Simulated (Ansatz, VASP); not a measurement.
## ZnO: VASP beside Ansatz

INCAR

```
PREC = Accurate
ENCUT = 520
EDIFF = 1E-6
ISMEAR = -1
SIGMA = 0.02
LREAL = False
LASPH = True
NELM = 80
ALGO = Normal
ISIF = 2
LWAVE = False
LCHARG = False
GGA = PE
NBANDS = 16
```

File KPOINTS:

```
regular mesh
0
Gamma
  10 10 10
```

POSCAR

```
ZnO
1.0
    0.0000000000      2.2020510490      2.0594292425
    2.2020510490      0.0000000000      2.0594292425
    2.2020510490      2.2020510490      0.0000000000
Zn O
1 1
Direct
    0.0000000000      0.0000000000      0.0000000000
    0.5000000000      0.5000000000      0.5000000000
```

Input for Ansatz:

```yaml
crystal:
  lattice:
    - [0.0, 2.202051049, 2.0594292425]
    - [2.202051049, 0.0, 2.0594292425]
    - [2.202051049, 2.202051049, 0.0]
  atoms:
    - { symbol: Zn, position: [0.0, 0.0, 0.0] }
    - { symbol: O, position: [0.5, 0.5, 0.5] }
kpoints:
  mp_grid: { grid: [10, 10, 10] }
  band_path:
    path:
      - [0.0, 0.0, 0.0]
      - [0.5, 0.0, 0.5]
      - [0.625, 0.25, 0.625]
      - [0.375, 0.375, 0.75]
      - [0.5, 0.5, 0.5]
      - [0.5, 0.25, 0.75]
    npoints: 1
hamiltonian:
  xc: pbe
scf:
  occupations: { method: fermi_dirac, width: 0.02 }
  n_extra_bands: 4
output:
  forces: true
  stress: true
  eigenvalues: true
```

Change from the starting cell: epitaxial_xy strain +3.2%.

Alike in both runs: task single point; functional PBE; k mesh 10 × 10 × 10; occupations fermi-dirac, width 0.02 eV; no spin polarisation.

|  | VASP | Ansatz |
| --- | --- | --- |
| version | VASP 6.6.1 | Ansatz 0.2.0 |
| potentials or method | VASP PAW PBE potentials, release 64 (Zn, O) | plane waves, PAW |
| plane-wave cutoff (eV) | 520 | 420 |
| valence electrons in the cell | 18 | 18 |

Ansatz gave:

```
pressure (GPa)                                                : 4.0
traceless stress, the component that is largest in VASP (GPa) : 4.35
```

Task: What did VASP give for the same quantities?

Result: Pressure (GPa): 5.0; traceless stress, the component that is largest in VASP (GPa): 4.86.
